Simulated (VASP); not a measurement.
# Hf2N (Pnnm) in VASP: further runs, part 2 of 2

VASP 6.6.1. Earlier steps stand in the parts before.

### 4 Single point, LDA (mode 4 frozen in at +0.000 Å, normal strain along x -0.0700)

INCAR

```
ALGO     = Normal         # electronic algorithm
EDIFF    = 1E-6           # SCF threshold, eV
ENCUT    = 520            # plane-wave cutoff, eV
GGA      = CA             # functional
ISIF     = 2              # what is computed and relaxed
ISMEAR   = 0              # smearing method
LASPH    = True           # aspherical terms in the spheres
LCHARG   = False          # write CHGCAR
LREAL    = False          # projectors in reciprocal space
LWAVE    = False          # write WAVECAR
NBANDS   = 34             # bands
NELM     = 60             # most SCF steps
PREC     = Accurate       # precision mode
SIGMA    = 0.15           # smearing width, eV
```

KPOINTS

```
k-points
0
Gamma
  8 8 12
```

POSCAR

```
Hf2N
1.0
    4.8845074885      0.0000000000      0.0000000000
    0.0000000000      5.2521585898      0.0000000000
    0.0000000000      0.0000000000      3.2005839592
Hf N
4 2
Direct
    0.2954034337      0.2954034337      0.0000000000
    0.7045965663      0.7045965663      0.0000000000
    0.7954034337      0.2045965663      0.5000000000
    0.2045965663      0.7954034337      0.5000000000
    0.0000000000      0.0000000000      0.0000000000
    0.5000000000      0.5000000000      0.5000000000
```

Potentials or basis: VASP PAW LDA potentials, release 64 (Hf_pv, N).

Run with:

```sh
cat potpaw_LDA.64/Hf_pv/POTCAR potpaw_LDA.64/N/POTCAR > POTCAR
mpirun -np 1 vasp_std > vasp.out
```

OUTCAR:

```text
EDIFF = 1E-6
   ENCUT = 520
   GGA = CA
   ISIF = 2
   ISMEAR = 0
   LASPH = True
   LREAL = False
   NELM = 60
   PREC = Accurate

 ion  position               nearest neighbor table
   1  0.295  0.295  0.000-   5 2.12   6 2.17   6 2.17   2 2.93   3 2.96   3 2.96   3 2.96   3 2.96
                             4 3.11   4 3.11   4 3.11   4 3.11   2 3.60   2 3.69
   2  0.705  0.705  0.000-   5 2.12   6 2.17   6 2.17   1 2.93   4 2.96   4 2.96   4 2.96   4 2.96
                             3 3.11   3 3.11   3 3.11   3 3.11   1 3.60   1 3.69
   3  0.795  0.205  0.500-   6 2.12   5 2.17   5 2.17   4 2.93   1 2.96   1 2.96   1 2.96   1 2.96
                             2 3.11   2 3.11   2 3.11   2 3.11   4 3.60   4 3.69
   4  0.205  0.795  0.500-   6 2.12   5 2.17   5 2.17   3 2.93   2 2.96   2 2.96   2 2.96   2 2.96
                             1 3.11   1 3.11   1 3.11   1 3.11   3 3.60   3 3.69
   5  0.000  0.000  0.000-   1 2.12   2 2.12   3 2.17   4 2.17   3 2.17   4 2.17
   6  0.500  0.500  0.500-   3 2.12   4 2.12   1 2.17   2 2.17   1 2.17   2 2.17

  LATTYP: Found a simple orthorhombic cell.
 ALAT       =     3.2005839592
 B/A-ratio  =     1.5261300909
 C/A-ratio  =     1.6410000977

  Lattice vectors:

 A1 = (   0.0000000000,   0.0000000000,   3.2005839592)
 A2 = (   4.8845074885,   0.0000000000,   0.0000000000)
 A3 = (   0.0000000000,   5.2521585898,   0.0000000000)

Analysis of symmetry for initial positions (statically):
=====================================================================
 Subroutine PRICEL returns:
 Original cell was already a primitive cell.

 Routine SETGRP: Setting up the symmetry group for a
 simple orthorhombic supercell.

 Subroutine GETGRP returns: Found  8 space group operations
 (whereof  4 operations were pure point group operations)
 out of a pool of  8 trial point group operations.

The static configuration has the point symmetry C_2h.
 The point group associated with its full space group is D_2h.

Analysis of symmetry for dynamics (positions and initial velocities):
=====================================================================
 Subroutine PRICEL returns:
 Original cell was already a primitive cell.

 Routine SETGRP: Setting up the symmetry group for a
 simple orthorhombic supercell.

 Subroutine GETGRP returns: Found  8 space group operations
 (whereof  4 operations were pure point group operations)
 out of a pool of  8 trial point group operations.

The dynamic configuration has the point symmetry C_2h.
 The point group associated with its full space group is D_2h.

 Subroutine INISYM returns: Found  8 space group operations
 (whereof  4 operations are pure point group operations),
 and found     1 'primitive' translations

----------------------------------------------------------------------------------------

                                     Primitive cell

  volume of cell :      82.1084

  direct lattice vectors                    reciprocal lattice vectors
     4.884507488  0.000000000  0.000000000     0.204728932  0.000000000  0.000000000
     0.000000000  5.252158590  0.000000000     0.000000000  0.190397906  0.000000000
     0.000000000  0.000000000  3.200583959     0.000000000  0.000000000  0.312442983

[... 48 lines left out ...]
  0.000000  0.000000  0.000000      1.000000
  0.125000  0.000000  0.000000      2.000000
  0.250000  0.000000  0.000000      2.000000
  0.375000  0.000000  0.000000      2.000000
  0.500000  0.000000  0.000000      1.000000
  0.000000  0.125000  0.000000      2.000000
[... 16 lines left out ...]
  0.250000  0.500000  0.000000      2.000000
  0.375000  0.500000  0.000000      2.000000
 [... further k-points ...]
   k-points           NKPTS =    175   k-points in BZ     NKDIM =    175   number of bands    NBANDS=     34
   number of dos      NEDOS =    301   number of ions     NIONS =      6
   total plane-waves  NPLWV =  34560
   dimension x,y,z NGX =    36 NGY =   40 NGZ =   24
   dimension x,y,z NGXF=    72 NGYF=   80 NGZF=   48
   ions per type =               4   2
   NGX,Y,Z   is equivalent  to a cutoff of  12.25, 12.66, 12.47 a.u.
   NGXF,Y,Z  is equivalent  to a cutoff of  24.51, 25.32, 24.93 a.u.
 SYSTEM =  unknown system
   PREC   = accura    normal or accurate (medium, high low for compatibility)
   ISTART =      0    job   : 0-new  1-cont  2-samecut
   ICHARG =      2    charge: 1-file 2-atom 10-const
   ISPIN  =      1    spin polarized calculation?
   LNONCOLLINEAR =      F non collinear calculations
   LSORBIT =      F    spin-orbit coupling
   LASPH  =      T    aspherical Exc in radial PAW
   ENCUT  =  520.0 eV  38.22 Ry    6.18 a.u.   9.08  9.77  5.95*2*pi/ulx,y,z
   NELM   =     60;   NELMIN=  2; NELMDL= -5     # of ELM steps
   EDIFF  = 0.1E-05   stopping-criterion for ELM
   LREAL  =      F    real-space projection
   EDIFFG = 0.1E-04   stopping-criterion for IOM
   NSW    =      0    number of steps for IOM
   IBRION =     -1    ionic relax: 0-MD 1-quasi-New 2-CG
   NFREE  =      0    steps in history (QN), initial steepest desc. (CG)
   ISIF   =      2    stress and relaxation
   ISYM   =      2    0-nonsym 1-usesym 2-fastsym
   POTIM  = 0.5000    time-step for ionic-motion
   TEBEG  =    0.0;   TEEND  =   0.0 temperature during run
   PSTRESS=    0.0 pullay stress
   NELECT =      50.0000    total number of electrons
   NUPDOWN=      -1.0000    fix difference up-down
   EMIN   =  10.00;   EMAX   =-10.00  energy-range for DOS
   EFERMI =   0.00;   METHOD = LEGACY
   ISMEAR =     0;   SIGMA  =   0.15  broadening in eV -4-tet -1-fermi 0-gaus
   EFERMI_NEDOS =   21; number of points for ismear=-14 and -15
   IALGO  =     38    algorithm
   IMIX   =      4    mixing-type and parameters
     AMIX     =   0.40;   BMIX     =  1.00
     AMIX_MAG =   1.60;   BMIX_MAG =  1.00
  volume/ion in A,a.u.               =      13.68        92.35
  Fermi-wavevector in a.u.,A,eV,Ry     =   1.387615  2.622212 26.197671  1.925475
  Thomas-Fermi vector in A             =   2.511819
   LORBIT       =      0    0 simple, 1 ext, 2 COOP (PROOUT), +10 PAW based schemes
   GGA     = CA    functional components
   LHFCALC =     F    Hartree Fock is set to
   AEXX    =    0.0000 exact exchange contribution
   IVDW    =     0    specifies the selected vdW correction
   LEPSILON=     F    determine dielectric tensor
   LRPA    =     F    only Hartree local field effects (RPA)
 non-spin polarized calculation
 Gauss-broadening in eV      SIGMA  =   0.15
  energy-cutoff  :      520.00
  volume of cell :       82.11
 maximum number of plane-waves:      2232
   NGX = 19   NGY = 19   NGZ = 11

 number of electron      50.0000004 magnetization

 Free energy of the ion-electron system (eV)
  ---------------------------------------------------
  ext. energy  EPLUGINS =         0.00000000
  ---------------------------------------------------
  free energy    TOTEN  =       -69.05989545 eV

  energy without entropy =      -69.03056674  energy(sigma->0) =      -69.04523110

 E-fermi :   6.6633     XC(G=0): -12.7200

 val. band max:        6.6565155847   @ k =   0.1250   0.0000   0.1667
 cond. band min:       6.6660378377   @ k =   0.0000   0.0000   0.1667
 fundamental gap:      0.0095222529
 Fermi energy:         6.6632927853

 k-point     1 :       0.0000    0.0000    0.0000
  band No.  band energies     occupation
      1     -24.4739      2.00000
      2     -23.7140      2.00000
      3     -23.6803      2.00000
      4     -23.4716      2.00000
      5     -23.3844      2.00000
      6     -23.0888      2.00000
[... 877 lines left out ...]
     33      10.4832      0.00000
     34      10.4832      0.00000

 [... further k-points ...]

------------------------ aborting loop because EDIFF is reached ----------------------------------------

  FORCE on cell =-STRESS in cart. coord.  units (eV):
  Direction    XX          YY          ZZ          XY          YZ          ZX
  --------------------------------------------------------------------------------------
  -------------------------------------------------------------------------------------
  Total       15.3577032      7.4067257      5.4338253      0.0000000      0.0000000      0.0000000
  in kB      299.6739682    144.5270067    106.0299155      0.0000000      0.0000000      0.0000000
  external PRESSURE =     183.4102968 kB  Pullay stress =       0.0000000 kB

 VOLUME and BASIS-vectors are now :
 -----------------------------------------------------------------------------
  energy-cutoff  :      520.00
  volume of cell :       82.11
      direct lattice vectors                 reciprocal lattice vectors
     4.884507488  0.000000000  0.000000000     0.204728932  0.000000000  0.000000000
     0.000000000  5.252158590  0.000000000     0.000000000  0.190397906  0.000000000
     0.000000000  0.000000000  3.200583959     0.000000000  0.000000000  0.312442983

 POSITION                                       TOTAL-FORCE (eV/Angst)
 -----------------------------------------------------------------------------------
      1.44290      1.55151      0.00000        -0.283554      0.141460      0.000000
      3.44161      3.70065      0.00000         0.283554     -0.141460      0.000000
      3.88515      1.07457      1.60029        -0.283554     -0.141460     -0.000000
      0.99935      4.17758      1.60029         0.283554      0.141460      0.000000
      0.00000      0.00000      0.00000        -0.000000      0.000000      0.000000
      2.44225      2.62608      1.60029        -0.000000      0.000000      0.000000
 -----------------------------------------------------------------------------------
    total drift:                                0.000000     -0.000000     -0.000000

  FREE ENERGIE OF THE ION-ELECTRON SYSTEM (eV)
  ---------------------------------------------------
  free  energy   TOTEN  =       -69.0598954475 eV

  energy  without entropy=      -69.0305667445  energy(sigma->0) =      -69.04523110
```

Run time: 6.1 min. Hardware: 1 thread of Oxide Virtual Turin-like, shared host; peak memory 0.4 GiB.

Results:

* Free energy: -69.0599 eV
* Pressure: 18.3 GPa
* Largest force: 0.317 eV/Å
* Band gap on the k mesh: zero (band 25 reaches 8.40 eV, above the bottom of band 26 at 5.42 eV)

Forces on the atoms (eV/Å):
```
Hf  -0.284  0.141  0.000
Hf   0.284 -0.141  0.000
Hf  -0.284 -0.141  0.000
Hf   0.284  0.141  0.000
N    0.000  0.000  0.000
N    0.000  0.000  0.000
```

Caveat: the cell differs from its parent crystal (mode 4 frozen in at +0.000 Å, normal strain along x -0.0700); spin-orbit coupling is left out, which moves the levels of the heavy elements.
